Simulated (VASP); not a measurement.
Input of a VASP 6.6.1 run:

File INCAR:

```
PREC = Accurate
ENCUT = 520
EDIFF = 1E-7
ISMEAR = 0
SIGMA = 0.05
LREAL = False
LASPH = True
NELM = 80
ALGO = Normal
ISIF = 2
LWAVE = False
LCHARG = True
GGA = PE
LELF = True
LVHAR = True
NBANDS = 45
```

Contents of KPOINTS:

```
regular mesh
0
Gamma
  6 6 6
```

Contents of POSCAR:

```
LiNbO3
1.0
    2.6115578418      1.5077836230      4.5982666595
   -2.6115578418      1.5077836230      4.5982666595
    0.0000000000     -3.0155672459      4.5982666595
Li Nb O
2 2 6
Direct
    0.2284223425      0.2284223425      0.2284220109
    0.7284224502      0.7284224502      0.7284224502
   -0.0060839676     -0.0060835847     -0.0060841078
    0.4939167285      0.4939167285      0.4939170601
    0.1359562988      0.3810732132      0.7665004433
    0.7665006636      0.1359559467      0.3810733450
    0.3810733033      0.7665003400      0.1359560945
    0.8810697999      0.6359525026      0.2665038840
    0.2665038653      0.8810696139      0.6359524898
    0.6359523763      0.2665039250      0.8810696678
```

Potentials or basis: VASP PAW PBE potentials, release 64 (Li_sv, Nb_sv, O).

Launch:

```console
$ cat potpaw_PBE.64/Li_sv/POTCAR potpaw_PBE.64/Nb_sv/POTCAR potpaw_PBE.64/O/POTCAR > POTCAR
$ mpirun -np 1 vasp_std > vasp.out
```

Question: What does it give for the largest force?

Answer: 0.206 eV/Å.

Question: Predict the band gap on the k mesh.

Answer: 3.37 eV (least direct gap 3.39 eV).

Forces on the atoms (eV/Å):
```
Li   0.000  0.000 -0.206
Li   0.000  0.000 -0.206
Nb   0.000  0.000  0.003
Nb   0.000  0.000  0.003
O   -0.002 -0.012  0.068
O    0.011  0.005  0.068
O   -0.010  0.007  0.068
O    0.002 -0.012  0.068
O    0.010  0.007  0.068
O   -0.011  0.005  0.068
```

 A k mesh can miss the band edges.
